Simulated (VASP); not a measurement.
# Cu (Fm-3m) in VASP: relaxation of volume and atoms at fixed shape with LDA

Aim: the relaxation of volume and atoms at fixed shape of Cu with LDA.

All numbers are computed with VASP 6.6.1; they aren't measurements. Logs are shortened: lines on timing, memory, paths and dates and some standing lists are left out, and cuts for length are marked.

### Step 1. The cell of the first run

Symmetry: Fm-3m, No. 225, cubic system. The conventional cell has a = 3.615 Å, b = 3.615 Å, c = 3.615 Å, α = 90.00°, β = 90.00°, γ = 90.00°. Within 3.4 Å of Cu (site symmetry m-3m) lie 12 Cu at 2.56 Å.

### Step 2. Relaxation of volume and atoms at fixed shape, LDA

File INCAR:

```
SYSTEM = Cu
PREC = Accurate ; ENCUT = 820
EDIFF = 1E-7 ; ISMEAR = -1
SIGMA = 0.1 ; LREAL = .False.
LASPH = .True. ; NELM = 120
ALGO = Normal ; ISIF = 8
LWAVE = .False. ; LCHARG = .False.
IBRION = 2 ; NSW = 60
EDIFFG = -0.01 ; GGA_COMPAT = .False.
NELMIN = 4
```

File KPOINTS:

```
Automatic mesh
0
Gamma
  12 12 12
  0 0 0
```

File POSCAR:

```
Cu
1.0
    0.0000000000      1.8075000000      1.8075000000
    1.8075000000      0.0000000000      1.8075000000
    1.8075000000      1.8075000000      0.0000000000
Cu
1
Direct
    0.0000000000      0.0000000000      0.0000000000
```

Potentials or basis: VASP PAW LDA potentials, release 64 (Cu_sv_GW).

The run is started by

```sh
cat potpaw_LDA.64/Cu_sv_GW/POTCAR > POTCAR
mpirun -np 1 vasp_std > vasp.out
```

OUTCAR:

```text
SYSTEM = Cu
   PREC = Accurate
   ENCUT = 820
   EDIFF = 1E-7
   ISMEAR = -1
   LREAL = .False.
   LASPH = .True.
   NELM = 120
   ISIF = 8
   IBRION = 2
   NSW = 60
   EDIFFG = -0.01
   NELMIN = 4

 ion  position               nearest neighbor table
   1  0.000  0.000  0.000-

  LATTYP: Found a face centered cubic cell.
 ALAT       =     3.6150000000

  Lattice vectors:

 A1 = (   0.0000000000,   1.8075000000,   1.8075000000)
 A2 = (   1.8075000000,   0.0000000000,   1.8075000000)
 A3 = (   1.8075000000,   1.8075000000,   0.0000000000)

Analysis of symmetry for initial positions (statically):
=====================================================================
 Subroutine PRICEL returns:
 Original cell was already a primitive cell.

 Routine SETGRP: Setting up the symmetry group for a
 face centered cubic supercell.

 Subroutine GETGRP returns: Found 48 space group operations
 (whereof 48 operations were pure point group operations)
 out of a pool of 48 trial point group operations.

The static configuration has the point symmetry O_h .

Analysis of symmetry for dynamics (positions and initial velocities):
=====================================================================
 Subroutine PRICEL returns:
 Original cell was already a primitive cell.

 Routine SETGRP: Setting up the symmetry group for a
 face centered cubic supercell.

 Subroutine GETGRP returns: Found 48 space group operations
 (whereof 48 operations were pure point group operations)
 out of a pool of 48 trial point group operations.

The dynamic configuration has the point symmetry O_h .

 Subroutine INISYM returns: Found 48 space group operations
 (whereof 48 operations are pure point group operations),
 and found     1 'primitive' translations

----------------------------------------------------------------------------------------

                                     Primitive cell

  volume of cell :      11.8104

  direct lattice vectors                    reciprocal lattice vectors
     0.000000000  1.807500000  1.807500000    -0.276625173  0.276625173  0.276625173
     1.807500000  0.000000000  1.807500000     0.276625173 -0.276625173  0.276625173
     1.807500000  1.807500000  0.000000000     0.276625173  0.276625173 -0.276625173

  length of vectors
     2.556191014  2.556191014  2.556191014     0.479128854  0.479128854  0.479128854

  position of ions in fractional coordinates (direct lattice)
[... 91 lines left out ...]
   EFERMI =   0.00;   METHOD = LEGACY
   ISMEAR =    -1;   SIGMA  =   0.10  broadening in eV -4-tet -1-fermi 0-gaus
   EFERMI_NEDOS =   21; number of points for ismear=-14 and -15
   IALGO  =     38    algorithm
   IMIX   =      4    mixing-type and parameters
     AMIX     =   0.40;   BMIX     =  1.00
     AMIX_MAG =   1.60;   BMIX_MAG =  1.00
  volume/ion in A,a.u.               =      11.81        79.70
  Fermi-wavevector in a.u.,A,eV,Ry     =   1.918246  3.624960 50.064940  3.679669
  Thomas-Fermi vector in A             =   2.953290
   LORBIT       =      0    0 simple, 1 ext, 2 COOP (PROOUT), +10 PAW based schemes
   GGA     = CA    functional components
   LHFCALC =     F    Hartree Fock is set to
   AEXX    =    0.0000 exact exchange contribution
   IVDW    =     0    specifies the selected vdW correction
   LEPSILON=     F    determine dielectric tensor
   LRPA    =     F    only Hartree local field effects (RPA)
 conjugate gradient relaxation of ions
 non-spin polarized calculation
  energy-cutoff  :      820.00
  volume of cell :       11.81
 maximum number of plane-waves:       642
   NGX = 11   NGY = 11   NGZ = 11

--------------------------------------- Ionic step        1  -------------------------------------------

 number of electron      19.0000008 magnetization

 Free energy of the ion-electron system (eV)
  ---------------------------------------------------
  ext. energy  EPLUGINS =         0.00000000
  ---------------------------------------------------
  free energy    TOTEN  =        -4.82709801 eV

  energy without entropy =       -4.81492240  energy(sigma->0) =       -4.82101020

------------------------ aborting loop because EDIFF is reached ----------------------------------------

  FORCE on cell =-STRESS in cart. coord.  units (eV):
  Direction    XX          YY          ZZ          XY          YZ          ZX
  --------------------------------------------------------------------------------------
  -------------------------------------------------------------------------------------
  Total       -0.9896374     -0.9896374     -0.9896374      0.0000000      0.0000000     -0.0000000
  in kB     -134.2523048   -134.2523048   -134.2523048      0.0000000      0.0000000     -0.0000000
  external PRESSURE =    -134.2523048 kB  Pullay stress =       0.0000000 kB
[... 57 lines left out ...]
--------------------------------------- Ionic step        3  -------------------------------------------

 number of electron      18.9999999 magnetization

 Free energy of the ion-electron system (eV)
  ---------------------------------------------------
  ext. energy  EPLUGINS =         0.00000000
  ---------------------------------------------------
  free energy    TOTEN  =        -4.86911928 eV

  energy without entropy =       -4.85799419  energy(sigma->0) =       -4.86355673

 E-fermi :   8.1966     XC(G=0): -14.3567

 val. band max:        8.1933394546   @ k =   0.5000   0.3333   0.1667
 cond. band min:       8.3246464211   @ k =   0.5000   0.2500   0.0833
 fundamental gap:      0.1313069665
 Fermi energy:         8.1965561163

 k-point     1 :       0.0000    0.0000    0.0000
  band No.  band energies     occupation
      1    -103.4825      2.00000
      2     -61.3559      2.00000
      3     -61.3559      2.00000
      4     -61.3559      2.00000
      5      -1.8095      2.00000
      6       4.9141      2.00000
      7       4.9141      2.00000
      8       4.9141      2.00000
      9       5.8761      2.00000
     10       5.8761      2.00000
     11      31.5730      0.00000
     12      34.6591      0.00000
     13      34.6591      0.00000
[... 354 lines left out ...]
  band No.  band energies     occupation
      1    -103.4587      2.00000
      2     -61.4946      2.00000
      3     -61.4059      2.00000
      4     -61.3844      2.00000
      5       3.1445      2.00000
      6       4.5052      2.00000
      7       5.0839      2.00000
      8       5.2128      2.00000
      9       6.4131      2.00000
     10       9.2495      0.00005
     11      12.9201      0.00000
     12      23.7185      0.00000
     13      28.3330      0.00000

 [... further k-points ...]
[... 5 lines left out ...]
  --------------------------------------------------------------------------------------
  -------------------------------------------------------------------------------------
  Total       -0.0091264     -0.0091264     -0.0091264     -0.0000000     -0.0000000      0.0000000
  in kB       -1.3423450     -1.3423450     -1.3423450     -0.0000000     -0.0000000      0.0000000
  external PRESSURE =      -1.3423450 kB  Pullay stress =       0.0000000 kB
[... 16 lines left out ...]
  FREE ENERGIE OF THE ION-ELECTRON SYSTEM (eV)
  ---------------------------------------------------
  free  energy   TOTEN  =        -4.8691192800 eV

  energy  without entropy=       -4.8579941876  energy(sigma->0) =       -4.86355673

 reached required accuracy - stopping structural energy minimisation
```

CONTCAR:

```text
Cu
   1.00000000000000
     0.0000000000000000    1.7594306048846555    1.7594306048846555
     1.7594306048846555    0.0000000000000000    1.7594306048846555
     1.7594306048846555    1.7594306048846555    0.0000000000000000
  Cu
     1
Direct
     0.0000000000000000    0.0000000000000000    0.0000000000000000

  0.00000000E+00  0.00000000E+00  0.00000000E+00
```

It took 57 s on 1 thread of AMD EPYC 7R13 (Zen 3), shared host; peak memory 0.14 GiB.

What came out:

```
Free energy                           : -4.8691 eV
Relaxed volume                        : 10.89 Å³/atom
Relaxed cell                          : a = 2.488 Å, b = 2.488 Å, c = 2.488 Å, α = 60.00°, β = 60.00°, γ = 60.00°
Space group after relaxing (to 0.1 Å) : Fm-3m (No. 225)
Energy gained by relaxing             : 42.0 meV/atom
Ionic steps                           : 3
Pressure after relaxing               : -0.1 GPa
Band gap on the k mesh                : zero (an odd number of electrons rules out a gap without spin polarisation)
```

Step by step:
| step | energy change (eV) | largest force (eV/Å) | pressure (GPa) | volume (Å³) |
| --- | --- | --- | --- | --- |
| 1 | 0.0000 | 0.0000 | -13.43 | 11.81 |
| 2 | -0.0115 | 0.0000 | 15.06 | 10.20 |
| 3 | -0.0420 | 0.0000 | -0.13 | 10.89 |

Final structure:
```xyz
1
Lattice="0.0000 1.7594 1.7594 1.7594 0.0000 1.7594 1.7594 1.7594 0.0000" Properties=species:S:1:pos:R:3 pbc="T T T"
Cu    0.0000    0.0000    0.0000
```

LDA usually gives volumes a few per cent too small. Zero-point motion and thermal expansion aren't in these numbers.

The gap in the log of VASP goes by the Fermi energy; the results here count the filled bands.